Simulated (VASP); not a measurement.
**PbSe: single point with HSE06**

PbSe:

```
CELL_PARAMETERS angstrom
0.00000 3.08870 3.08870
3.08870 0.00000 3.08870
3.08870 3.08870 0.00000
ATOMIC_POSITIONS crystal
Pb 0.00000 0.00000 0.00000
Se 0.50000 0.50000 0.50000
```

```json
{
  "Program": "VASP 6.6.1",
  "Task": "single point",
  "Functional": "HSE06",
  "Potentials or basis": "VASP PAW PBE potentials, release 64 (Pb_d, Se)",
  "Cutoff": "520 eV",
  "k mesh": "4 × 4 × 4",
  "Occupations": "gaussian, width 0.01 eV",
  "Spin": "no spin polarisation"
}
```

The pressure is -0.2 GPa and the band gap on the k mesh is 0.81 eV.

Levels at points of the mesh, in eV from the valence-band top:
| k point | band 6 | band 7 | band 8 | band 9 | band 10 | band 11 | band 12 | band 13 | band 14 | band 15 |
| --- | --- | --- | --- | --- | --- | --- | --- | --- | --- | --- |
| (0.00, 0.00, 0.00) | -14.76 | -6.67 | -2.03 | -2.03 | -2.03 | 5.45 | 5.45 | 5.45 | 7.24 | 7.24 |
| (0.50, 0.00, 0.00) | -13.65 | -9.42 | -1.63 | -1.63 | 0.00 | 0.81 | 2.26 | 2.26 | 9.32 | 11.01 |
| (0.50, 0.50, 0.00) | -13.28 | -7.83 | -5.33 | -3.46 | -3.46 | 4.30 | 6.38 | 6.38 | 6.83 | 12.18 |

It took 15 min on 1 thread of AMD EPYC 7R13, with other jobs on the host, peak memory 0.27 GiB.

Caveat: the k points lie up to 0.44 Å⁻¹ apart; the PAW data sets were made with another functional, which shifts forces and pressure a little; spin-orbit coupling is left out, which moves the levels of the heavy elements. A k mesh can miss the band edges.
